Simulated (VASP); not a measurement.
A run of VASP 6.6.1 is set up as follows.

INCAR

```
ALGO = Normal
EDIFF = 1E-6
ENCUT = 520
GGA = PS
ISIF = 2
ISMEAR = -1
ISPIN = 2
LASPH = T
LCHARG = T
LDAU = T
LDAUJ = 0
LDAUL = 3
LDAUPRINT = 1
LDAUTYPE = 2
LDAUU = 4
LELF = T
LMAXMIX = 6
LORBIT = 11
LREAL = F
LVHAR = T
LWAVE = F
MAGMOM = 7
NBANDS = 19
NELM = 150
PREC = Accurate
SIGMA = 0.05
```

KPOINTS

```
k-points
0
Gamma
  9 9 9
```

POSCAR

```
Gd
1.0
   -2.0250000000      2.0250000000      2.0250000000
    2.0250000000     -2.0250000000      2.0250000000
    2.0250000000      2.0250000000     -2.0250000000
Gd
1
Direct
    0.0000000000      0.0000000000      0.0000000000
```

Potentials or basis: VASP PAW PBE potentials, release 64 (Gd).

Launch:

```console
$ cat potpaw_PBE.64/Gd/POTCAR > POTCAR
$ mpirun -np 1 vasp_std > vasp.out
```

(1) Predict the site moments.

(2) What does it give for the pressure?

(3) What does it give for the net moment?

Answers

(1) Gd +7.13 μB.

(2) -2.0 GPa.

(3) 7.79 μB per cell.

Caveat: the PAW data sets were made with another functional, which shifts forces and pressure a little.
